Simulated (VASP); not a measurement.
# ScNb (P-6m2) in VASP: notebook

Runs on ScNb. Level: PBEsol+D3(BJ). Tasks: single point.

All numbers are computed with VASP 6.6.1; they aren't measurements. Logs are shortened: lines on timing, memory, paths and dates and some standing lists are left out, and cuts for length are marked.

## Step 1: The cell of the first run

It takes space group P-6m2 (No. 187, hexagonal). The conventional cell has a = 2.980 Å, b = 2.980 Å, c = 4.926 Å, α = 90.00°, β = 90.00°, γ = 120.00°. Within 3.9 Å of Nb (site symmetry -6m2) lie 6 Nb at 2.98 Å and 6 Sc at 3.00 Å. Sc (site symmetry -6m2) has 6 Sc at 2.98 Å and 6 Nb at 3.00 Å within 3.9 Å.

## Step 2: Single point, PBEsol+D3(BJ)

File INCAR:

```
PREC = Accurate ; ENCUT = 520
EDIFF = 1E-6 ; ISMEAR = -1
SIGMA = 0.05 ; LREAL = F
LASPH = T ; NELM = 60
ALGO = Normal ; ISIF = 2
LWAVE = F ; LCHARG = F
GGA = PS ; IVDW = 12
NBANDS = 19
```

File KPOINTS:

```
Automatic mesh
0
Gamma
  10 10 5
```

File POSCAR:

```
ScNb
1.0
    2.9800205578      0.0000000000      0.0000000000
   -1.4900102789      2.5807735069      0.0000000000
    0.0000000000      0.0000000000      4.9255473422
Nb Sc
1 1
Direct
    0.3333333333      0.6666666667      0.5000000000
    0.0000000000      0.0000000000      0.0000000000
```

Potentials or basis: VASP PAW PBE potentials, release 64 (Nb_sv, Sc_sv).

Command:

```console
> cat potpaw_PBE.64/Nb_sv/POTCAR potpaw_PBE.64/Sc_sv/POTCAR > POTCAR
> mpirun -np 1 vasp_std > vasp.out
```

OUTCAR:

```text
PREC = Accurate
   ENCUT = 520
   EDIFF = 1E-6
   ISMEAR = -1
   LREAL = F
   LASPH = T
   NELM = 60
   ISIF = 2
   GGA = PS
   IVDW = 12
 IVDW          = 12

 ion  position               nearest neighbor table
   1  0.333  0.667  0.500-   2 3.00   2 3.00   2 3.00   2 3.00   2 3.00   2 3.00
   2  0.000  0.000  0.000-   1 3.00   1 3.00   1 3.00   1 3.00   1 3.00   1 3.00

  LATTYP: Found a hexagonal cell.
 ALAT       =     2.9800205578
 C/A-ratio  =     1.6528568333

  Lattice vectors:

 A1 = (   2.9800205578,   0.0000000000,   0.0000000000)
 A2 = (  -1.4900102789,   2.5807735069,   0.0000000000)
 A3 = (   0.0000000000,   0.0000000000,   4.9255473422)

Analysis of symmetry for initial positions (statically):
=====================================================================
 Subroutine PRICEL returns:
 Original cell was already a primitive cell.

 Routine SETGRP: Setting up the symmetry group for a
 hexagonal supercell.

 Subroutine GETGRP returns: Found 12 space group operations
 (whereof 12 operations were pure point group operations)
 out of a pool of 24 trial point group operations.

The static configuration has the point symmetry D_3h.

Analysis of symmetry for dynamics (positions and initial velocities):
=====================================================================
 Subroutine PRICEL returns:
 Original cell was already a primitive cell.

 Routine SETGRP: Setting up the symmetry group for a
 hexagonal supercell.

 Subroutine GETGRP returns: Found 12 space group operations
 (whereof 12 operations were pure point group operations)
 out of a pool of 24 trial point group operations.

The dynamic configuration has the point symmetry D_3h.

 Subroutine INISYM returns: Found 12 space group operations
 (whereof 12 operations are pure point group operations),
 and found     1 'primitive' translations

----------------------------------------------------------------------------------------

                                     Primitive cell

  volume of cell :      37.8812

  direct lattice vectors                    reciprocal lattice vectors
     2.980020558  0.000000000  0.000000000     0.335568155  0.193740365  0.000000000
    -1.490010279  2.580773507  0.000000000     0.000000000  0.387480729  0.000000000
     0.000000000  0.000000000  4.925547342     0.000000000  0.000000000  0.203023122

  length of vectors
     2.980020558  2.980020558  4.925547342     0.387480729  0.387480729  0.203023122

  position of ions in fractional coordinates (direct lattice)
     0.333333333  0.666666667  0.500000000
     0.000000000  0.000000000  0.000000000

  ion indices of the primitive-cell ions
   primitive index   ion index
                 1           1
                 2           2

----------------------------------------------------------------------------------------

 KPOINTS: Automatic mesh

Automatic generation of k-mesh.
 Grid dimensions read from file:
 generate k-points for:   10   10    5

 Generating k-lattice:

  Cartesian coordinates                     Fractional coordinates (reciprocal lattice)
     0.033556815  0.019374036  0.000000000     0.100000000  0.000000000  0.000000000
     0.000000000  0.038748073  0.000000000     0.000000000  0.100000000  0.000000000
     0.000000000  0.000000000  0.040604624     0.000000000  0.000000000  0.200000000

  Length of vectors
     0.038748073  0.038748073  0.040604624

  Shift w.r.t. Gamma in fractional coordinates (k-lattice)
     0.000000000  0.000000000  0.000000000

 Subroutine IBZKPT returns following result:
 ===========================================

 Found     42 irreducible k-points:

 Following reciprocal coordinates:
            Coordinates               Weight
  0.000000  0.000000  0.000000      1.000000
  0.100000 -0.000000  0.000000      6.000000
  0.200000 -0.000000  0.000000      6.000000
  0.300000 -0.000000  0.000000      6.000000
  0.400000 -0.000000  0.000000      6.000000
  0.500000 -0.000000  0.000000      3.000000
[... 16 lines left out ...]
  0.300000  0.100000  0.200000     24.000000
  0.400000  0.100000  0.200000     24.000000
 [... further k-points ...]
   k-points           NKPTS =     42   k-points in BZ     NKDIM =     42   number of bands    NBANDS=     19
   number of dos      NEDOS =    301   number of ions     NIONS =      2
   total plane-waves  NPLWV =  23040
   dimension x,y,z NGX =    24 NGY =   24 NGZ =   40
   dimension x,y,z NGXF=    48 NGYF=   48 NGZF=   80
   ions per type =               1   1
   NGX,Y,Z   is equivalent  to a cutoff of  13.39, 13.39, 13.50 a.u.
   NGXF,Y,Z  is equivalent  to a cutoff of  26.78, 26.78, 27.00 a.u.
 SYSTEM =  unknown system
   PREC   = accura    normal or accurate (medium, high low for compatibility)
   ISTART =      0    job   : 0-new  1-cont  2-samecut
   ICHARG =      2    charge: 1-file 2-atom 10-const
   ISPIN  =      1    spin polarized calculation?
   LNONCOLLINEAR =      F non collinear calculations
   LSORBIT =      F    spin-orbit coupling
   LASPH  =      T    aspherical Exc in radial PAW
   ENCUT  =  520.0 eV  38.22 Ry    6.18 a.u.   5.54  5.54  9.16*2*pi/ulx,y,z
   NELM   =     60;   NELMIN=  2; NELMDL= -5     # of ELM steps
   EDIFF  = 0.1E-05   stopping-criterion for ELM
   LREAL  =      F    real-space projection
   EDIFFG = 0.1E-04   stopping-criterion for IOM
   NSW    =      0    number of steps for IOM
   IBRION =     -1    ionic relax: 0-MD 1-quasi-New 2-CG
   NFREE  =      0    steps in history (QN), initial steepest desc. (CG)
   ISIF   =      2    stress and relaxation
   ISYM   =      2    0-nonsym 1-usesym 2-fastsym
   POTIM  = 0.5000    time-step for ionic-motion
   TEBEG  =    0.0;   TEEND  =   0.0 temperature during run
   PSTRESS=    0.0 pullay stress
   NELECT =      24.0000    total number of electrons
   NUPDOWN=      -1.0000    fix difference up-down
   EMIN   =  10.00;   EMAX   =-10.00  energy-range for DOS
   EFERMI =   0.00;   METHOD = LEGACY
   ISMEAR =    -1;   SIGMA  =   0.05  broadening in eV -4-tet -1-fermi 0-gaus
   EFERMI_NEDOS =   21; number of points for ismear=-14 and -15
   IALGO  =     38    algorithm
   IMIX   =      4    mixing-type and parameters
     AMIX     =   0.40;   BMIX     =  1.00
     AMIX_MAG =   1.60;   BMIX_MAG =  1.00
  volume/ion in A,a.u.               =      18.94       127.82
  Fermi-wavevector in a.u.,A,eV,Ry     =   1.406061  2.657069 26.898804  1.977006
  Thomas-Fermi vector in A             =   2.528459
   LORBIT       =      0    0 simple, 1 ext, 2 COOP (PROOUT), +10 PAW based schemes
   GGA     = PS    functional components
   LHFCALC =     F    Hartree Fock is set to
   AEXX    =    0.0000 exact exchange contribution
   IVDW    =    12    specifies the selected vdW correction
   LEPSILON=     F    determine dielectric tensor
   LRPA    =     F    only Hartree local field effects (RPA)
 non-spin polarized calculation
  energy-cutoff  :      520.00
  volume of cell :       37.88
 maximum number of plane-waves:      1044
 NGX is ok and might be reduce to    24
   NGX = 11   NGY = 11   NGZ = 19

 number of electron      24.0000000 magnetization

 Free energy of the ion-electron system (eV)
  ---------------------------------------------------
  ext. energy  EPLUGINS =         0.00000000
  ---------------------------------------------------
  free energy    TOTEN  =       -17.10116330 eV

  energy without entropy =      -17.08218975  energy(sigma->0) =      -17.09167652

 E-fermi :   7.9175     XC(G=0): -11.7519

 val. band max:        7.9033973733   @ k =   0.1000  -0.0000   0.2000
 cond. band min:       7.9387447381   @ k =   0.5000  -0.0000   0.0000
 fundamental gap:      0.0353473648
 Fermi energy:         7.9175005669

 k-point     1 :       0.0000    0.0000    0.0000
  band No.  band energies     occupation
      1     -46.5347      2.00000
      2     -40.6400      2.00000
      3     -22.7728      2.00000
      4     -22.0922      2.00000
      5     -22.0922      2.00000
      6     -19.3378      2.00000
[... 11 lines left out ...]
     18      10.3559      0.00000
     19      12.4819      0.00000

 k-point     2 :       0.1000   -0.0000    0.0000
  band No.  band energies     occupation
      1     -46.5223      2.00000
      2     -40.6283      2.00000
      3     -22.7537      2.00000
      4     -22.1847      2.00000
      5     -22.1133      2.00000
      6     -19.3339      2.00000
[... 11 lines left out ...]
     18      10.3725      0.00000
     19      12.5909      0.00000

 k-point     3 :       0.2000   -0.0000    0.0000
  band No.  band energies     occupation
      1     -46.4896      2.00000
      2     -40.5978      2.00000
      3     -22.7036      2.00000
      4     -22.4220      2.00000
      5     -22.1683      2.00000
      6     -19.3238      2.00000
[... 11 lines left out ...]
     18      10.9975      0.00000
     19      12.7810      0.00000

 k-point     4 :       0.3000   -0.0000    0.0000
  band No.  band energies     occupation
      1     -46.4489      2.00000
      2     -40.5598      2.00000
      3     -22.7064      2.00000
      4     -22.6408      2.00000
      5     -22.2355      2.00000
      6     -19.5118      2.00000
[... 11 lines left out ...]
     18      11.8904      0.00000
     19      12.9127      0.00000

 k-point     5 :       0.4000   -0.0000    0.0000
  band No.  band energies     occupation
      1     -46.4157      2.00000
      2     -40.5288      2.00000
      3     -22.9298      2.00000
      4     -22.5894      2.00000
      5     -22.2892      2.00000
      6     -19.6913      2.00000
[... 11 lines left out ...]
     18      12.7816      0.00000
     19      12.9719      0.00000

 k-point     6 :       0.5000   -0.0000    0.0000
  band No.  band energies     occupation
      1     -46.4030      2.00000
      2     -40.5169      2.00000
      3     -23.0137      2.00000
      4     -22.5696      2.00000
      5     -22.3095      2.00000
      6     -19.7588      2.00000
[... 11 lines left out ...]
     18      13.2351      0.00000
     19      14.0229      0.00000

 k-point     7 :       0.1000    0.1000    0.0000
  band No.  band energies     occupation
      1     -46.4998      2.00000
      2     -40.6073      2.00000
      3     -22.7192      2.00000
      4     -22.3425      2.00000
      5     -22.1585      2.00000
      6     -19.3269      2.00000
[... 11 lines left out ...]
     18      10.8409      0.00000
     19      12.6747      0.00000

 k-point     8 :       0.2000    0.1000    0.0000
  band No.  band energies     occupation
      1     -46.4630      2.00000
      2     -40.5730      2.00000
      3     -22.6627      2.00000
      4     -22.5866      2.00000
      5     -22.2364      2.00000
      6     -19.4154      2.00000
[... 256 lines left out ...]
 k-point    20 :       0.5000   -0.0000    0.2000
  band No.  band energies     occupation
      1     -46.4029      2.00000
      2     -40.5170      2.00000
      3     -23.0189      2.00000
      4     -22.5749      2.00000
      5     -22.3085      2.00000
      6     -19.7488      2.00000
[... 11 lines left out ...]
     18      13.2193      0.00000
     19      13.5067      0.00000

 k-point    21 :       0.1000    0.1000    0.2000
  band No.  band energies     occupation
      1     -46.4995      2.00000
      2     -40.6079      2.00000
      3     -22.7043      2.00000
      4     -22.3441      2.00000
      5     -22.1580      2.00000
      6     -19.3502      2.00000
[... 11 lines left out ...]
     18      10.9951      0.00000
     19      12.5836      0.00000

 k-point    22 :       0.2000    0.1000    0.2000
  band No.  band energies     occupation
      1     -46.4629      2.00000
      2     -40.5734      2.00000
      3     -22.6565      2.00000
      4     -22.5884      2.00000
      5     -22.2359      2.00000
      6     -19.4130      2.00000
[... 11 lines left out ...]
     18      11.6718      0.00000
     19      12.6355      0.00000

 k-point    23 :       0.3000    0.1000    0.2000
  band No.  band energies     occupation
      1     -46.4259      2.00000
      2     -40.5386      2.00000
      3     -22.8282      2.00000
      4     -22.6053      2.00000
      5     -22.3135      2.00000
      6     -19.5982      2.00000
[... 11 lines left out ...]
     18      12.3341      0.00000
     19      13.0251      0.00000

 k-point    24 :       0.4000    0.1000    0.2000
  band No.  band energies     occupation
      1     -46.4029      2.00000
      2     -40.5170      2.00000
      3     -22.9717      2.00000
      4     -22.5748      2.00000
      5     -22.3610      2.00000
      6     -19.7111      2.00000
[... 11 lines left out ...]
     18      12.9615      0.00000
     19      13.7584      0.00000

 [... further k-points ...]

------------------------ aborting loop because EDIFF is reached ----------------------------------------

 Edisp (eV)   -1.22785

 E8    (eV) :    -0.8728

  FORCE on cell =-STRESS in cart. coord.  units (eV):
  Direction    XX          YY          ZZ          XY          YZ          ZX
  --------------------------------------------------------------------------------------
  -------------------------------------------------------------------------------------
  Total      -0.02656    -0.02656    -0.00495     0.00000     0.00000     0.00000
  in kB      -1.12352    -1.12352    -0.20942     0.00000     0.00000     0.00000
  external pressure =       -0.82 kB  Pullay stress =        0.00 kB

 VOLUME and BASIS-vectors are now :
 -----------------------------------------------------------------------------
  energy-cutoff  :      520.00
  volume of cell :       37.88
      direct lattice vectors                 reciprocal lattice vectors
     2.980020558  0.000000000  0.000000000     0.335568155  0.193740365  0.000000000
    -1.490010279  2.580773507  0.000000000     0.000000000  0.387480729  0.000000000
     0.000000000  0.000000000  4.925547342     0.000000000  0.000000000  0.203023122

 POSITION                                       TOTAL-FORCE (eV/Angst)
 -----------------------------------------------------------------------------------
     -0.00000      1.72052      2.46277         0.000000     -0.000000      0.000000
      0.00000      0.00000      0.00000        -0.000000      0.000000      0.000000
 -----------------------------------------------------------------------------------
    total drift:                                0.000000     -0.000000     -0.000000

  FREE ENERGIE OF THE ION-ELECTRON SYSTEM (eV)
  ---------------------------------------------------
  free  energy   TOTEN  =       -18.3290121847 eV

  energy  without entropy=      -18.3100386349  energy(sigma->0) =      -18.31952541
```

It took 15 s on 1 thread of Intel Xeon Platinum 8488C (Sapphire Rapids), shared host; peak memory 0.18 GiB.

Results:

| Property | Result |
| --- | --- |
| Free energy | -18.3290 eV |
| Pressure | -0.1 GPa |
| Band gap on the k mesh | zero (bands 12 and 13 overlap by 0.91 eV) |
| Dispersion energy per atom | -0.614 eV |

Levels at points of the mesh, in eV from the Fermi level:
```csv
k point,band 8,band 9,band 10,band 11,band 12,band 13,band 14,band 15,band 16,band 17
"(0.00, 0.00, 0.00)",-26.94,-5.82,-3.05,0.62,0.62,1.10,1.12,2.23,2.23,2.44
"(0.50, 0.00, 0.00)",-27.10,-3.03,-2.29,-1.89,0.02,0.89,1.01,1.73,4.97,5.07
```

Caveat: the PAW data sets were made with another functional, which shifts forces and pressure a little.

## Step 3: Single point, PBEsol+D3(BJ)

This run uses another cell than the first one, of 19.12 Å³/atom.

File INCAR:

```
ALGO = Normal
EDIFF = 1E-6
ENCUT = 520
GGA = PS
ISIF = 2
ISMEAR = -1
IVDW = 12
LASPH = True
LCHARG = False
LREAL = False
LWAVE = False
NBANDS = 19
NELM = 80
PREC = Accurate
SIGMA = 0.05
```

File KPOINTS:

```
k-points
0
Gamma
  10 10 5
```

File POSCAR:

```
ScNb
1.0
    2.9895624677      0.0000000000      0.0000000000
   -1.4947812339      2.5890370433      0.0000000000
    0.0000000000      0.0000000000      4.9400706920
Nb Sc
1 1
Direct
    0.3333333333      0.6666666667      0.5000000000
    0.0000000000      0.0000000000      0.0000000000
```

Potentials or basis: VASP PAW PBE potentials, release 64 (Nb_sv, Sc_sv).

Command:

```console
> cat potpaw_PBE.64/Nb_sv/POTCAR potpaw_PBE.64/Sc_sv/POTCAR > POTCAR
> mpirun -np 1 vasp_std > vasp.out
```

Run time: 15 s. Hardware: 1 thread of Intel Xeon Platinum 8488C (Sapphire Rapids), shared host; peak memory 0.18 GiB.

Results (log left out):

```yaml
Free_energy: -18.3280 eV
Pressure: -1.1 GPa
Band_gap_on_the_k_mesh: zero (bands 12 and 13 overlap by 0.90 eV)
Dispersion_energy_per_atom: -0.608 eV
```

Stress tensor (GPa, compression positive):
```
-1.14  0.00  0.00
 0.00 -1.14  0.00
 0.00  0.00 -1.07
```

Levels at points of the mesh, in eV from the Fermi level:
```
           k point  band 10  band 11  band 12  band 13  band 14  band 15
(0.00, 0.00, 0.00)    -3.02     0.62     0.62     1.09     1.10     2.22
(0.50, 0.00, 0.00)    -2.26    -1.87     0.00     0.89     1.00     1.72
```

Caveat: three body term missing; the PAW data sets were made with another functional, which shifts forces and pressure a little.

The gap in the log of VASP goes by the Fermi energy; the results here count the filled bands.